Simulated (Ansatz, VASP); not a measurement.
# Os: VASP beside Ansatz

The input INCAR:

```
ALGO     = Normal         # electronic algorithm
EDIFF    = 1E-6           # SCF threshold, eV
ENCUT    = 560            # plane-wave cutoff, eV
GGA      = RP             # functional
GGA_COMPAT= False        
ISIF     = 2              # what is computed and relaxed
ISMEAR   = -1             # smearing method
LASPH    = True           # aspherical terms in the spheres
LCHARG   = False          # write CHGCAR
LREAL    = False          # projectors in reciprocal space
LWAVE    = False          # write WAVECAR
NBANDS   = 23             # bands
NELM     = 120            # most SCF steps
PREC     = Accurate       # precision mode
SIGMA    = 0.1            # smearing width, eV
```

Contents of KPOINTS:

```
k-points
0
Gamma
  11 11 11
```

POSCAR

```
Os
1.0
    0.0000000000      2.7903079534      2.7903079534
    2.7903079534      0.0000000000      2.7903079534
    2.7903079534      2.7903079534      0.0000000000
Os
2
Direct
    0.1250000000      0.1250000000      0.1250000000
    0.8750000000      0.8750000000      0.8750000000
```

Input for Ansatz:

```yaml
crystal:
  lattice:
    - [0.0, 2.7903079534, 2.7903079534]
    - [2.7903079534, 0.0, 2.7903079534]
    - [2.7903079534, 2.7903079534, 0.0]
  atoms:
    - { symbol: Os, position: [0.125, 0.125, 0.125] }
    - { symbol: Os, position: [0.875, 0.875, 0.875] }
hamiltonian:
  xc: rpbe
  pseudopotentials:
    kind: paw
    azcp:
      Os: "pseudopotentials/Os.paw.azcp"
basis:
  ecutwfc: 420
  fft_grid_basis: typed
kpoints:
  mp_grid: { grid: [11, 11, 11], shift: [0, 0, 0] }
magnetization:
  spin_polarized: false
scf:
  occupations: { method: fermi_dirac, width: 0.1 }
  lower_state_search: "off"
output:
  stress: true
```

Alike in both runs: task single point; functional RPBE; k mesh 11 × 11 × 11; occupations fermi-dirac, width 0.1 eV; no spin polarisation.

|  | VASP | Ansatz |
| --- | --- | --- |
| version | VASP 6.6.1 | Ansatz 0.2.0 |
| potentials or method | VASP PAW PBE potentials, release 64 (Os_sv_GW), cutoff 560 eV | plane waves (420 eV) with PAW, scalar-relativistic |
| valence electrons in the cell | 32 | 32 |

|  | VASP | Ansatz | Ansatz less VASP |
| --- | --- | --- | --- |
| pressure (GPa) | -0.7 | 0.0 | +0.75 |

VASP's potentials were made for PBE, not for RPBE. The functional is the same, so the differences come from potentials, cutoffs and numerics.

Spin-orbit coupling is off throughout.
